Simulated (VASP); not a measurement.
A run of VASP 6.6.1:

File INCAR:

```
PREC = Accurate ; ENCUT = 600
EDIFF = 1E-6 ; ISMEAR = 0
SIGMA = 0.01 ; LREAL = False
LASPH = True ; NELM = 120
ALGO = Normal ; ISIF = 2
LWAVE = False ; LCHARG = True
GGA = PS ; LELF = True
LVHAR = True ; NBANDS = 11
GGA_COMPAT = False
```

The input KPOINTS:

```
regular mesh
0
Gamma
  10 10 10
```

POSCAR

```
C
1.0
    0.0000000000      1.7833700000      1.7833700000
    1.7833700000      0.0000000000      1.7833700000
    1.7833700000      1.7833700000      0.0000000000
C
2
Direct
    0.0280368067     -0.0280368067      0.0280368067
    0.2500000000      0.2500000000      0.2500000000
```

Potentials or basis: VASP PAW PBE potentials, release 64 (C).

Launch:

```console
$ cat potpaw_PBE.64/C/POTCAR > POTCAR
$ mpirun -np 1 vasp_std > vasp.out
```

Hardware: 1 thread of Intel(R) Xeon(R) 6975P-C (Granite Rapids), with other jobs on the host.

Task: How long does it take, and how much memory?

Result: Run time: 8.7 s on 1 thread of Intel(R) Xeon(R) 6975P-C (Granite Rapids), with other jobs on the host, peak memory 0.13 GiB. Counts: scf iterations 11, k points 171.
